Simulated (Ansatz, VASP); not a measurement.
**One calculation of SiO2, two programs**

Contents of INCAR:

```
PREC = Accurate ; ENCUT = 520
EDIFF = 1E-7 ; ISMEAR = 0
SIGMA = 0.05 ; LREAL = False
LASPH = True ; NELM = 80
ALGO = Normal ; ISIF = 2
LWAVE = False ; LCHARG = False
GGA = PE ; NBANDS = 34
```

The input KPOINTS:

```
Automatic mesh
0
Gamma
  6 6 4
```

The input POSCAR:

```
SiO2
1.0
    5.5132877432      0.0000000000      0.0000000000
   -2.7566438716      4.7746472440      0.0000000000
    0.0000000000      0.0000000000      5.5846859247
Si O
3 6
Direct
    0.5000000000      0.0000000000      0.0000000000
    0.5000000000      0.5000000000      0.3333333333
    0.0000000000      0.5000000000      0.6666666667
    0.4159266453      0.2079633227      0.1666666667
    0.2079633227      0.4159266453      0.5000000000
    0.7920366773      0.2079633227      0.8333333333
    0.5840733547      0.7920366773      0.1666666667
    0.7920366773      0.5840733547      0.5000000000
    0.2079633227      0.7920366773      0.8333333333
```

Input for Ansatz:

```yaml
crystal:
  lattice:
    - [5.5132877432, 0.0, 0.0]
    - [-2.7566438716, 4.774647244, 0.0]
    - [0.0, 0.0, 5.5846859247]
  atoms:
    - { symbol: Si, position: [0.5, 0.0, 0.0] }
    - { symbol: Si, position: [0.5, 0.5, 0.3333333333] }
    - { symbol: Si, position: [0.0, 0.5, 0.6666666667] }
    - { symbol: O, position: [0.4159266453, 0.2079633227, 0.1666666667] }
    - { symbol: O, position: [0.2079633227, 0.4159266453, 0.5] }
    - { symbol: O, position: [0.7920366773, 0.2079633227, 0.8333333333] }
    - { symbol: O, position: [0.5840733547, 0.7920366773, 0.1666666667] }
    - { symbol: O, position: [0.7920366773, 0.5840733547, 0.5] }
    - { symbol: O, position: [0.2079633227, 0.7920366773, 0.8333333333] }
basis:
  ecutwfc: 420
kpoints:
  mp_grid: { grid: [6, 6, 4] }
hamiltonian:
  xc: pbe
scf:
  occupations: { method: gaussian, width: 0.05 }
output:
  forces: true
  stress: true
  eigenvalues: true
```

Change from the starting cell: strain +0.080 along x and y, +0.000 along z, atoms carried along.

Alike in both runs: task single point; functional PBE; k mesh 6 × 6 × 4; occupations gaussian, width 0.05 eV; no spin polarisation.

|  | VASP | Ansatz |
| --- | --- | --- |
| version | VASP 6.6.1 | Ansatz 0.2.0 |
| potentials or method | VASP PAW PBE potentials, release 64 (Si, O), cutoff 520 eV | scalar-relativistic, plane waves, PAW |
| valence electrons in the cell | 48 | 48 |

Ansatz gave:

- gap on the k mesh at the Fermi level (eV): 4.15
- least direct gap on the mesh (eV): 4.44
- pressure (GPa): -19.6
- traceless stress, the component that is largest in VASP (GPa): 4.09
- rms of the force components (eV/Å): 0.435

**Question.** What did VASP give for the same quantities?

**Answer.** gap on the k mesh at the Fermi level (eV): 4.13; least direct gap on the mesh (eV): 4.43; pressure (GPa): -19.6; traceless stress, the component that is largest in VASP (GPa): 4.10; rms of the force components (eV/Å): 0.440.

Atom by atom the forces differ by 0.006 eV/Å (rms over components). With one functional, cell and mesh, what is left measures potentials, basis and numerics.
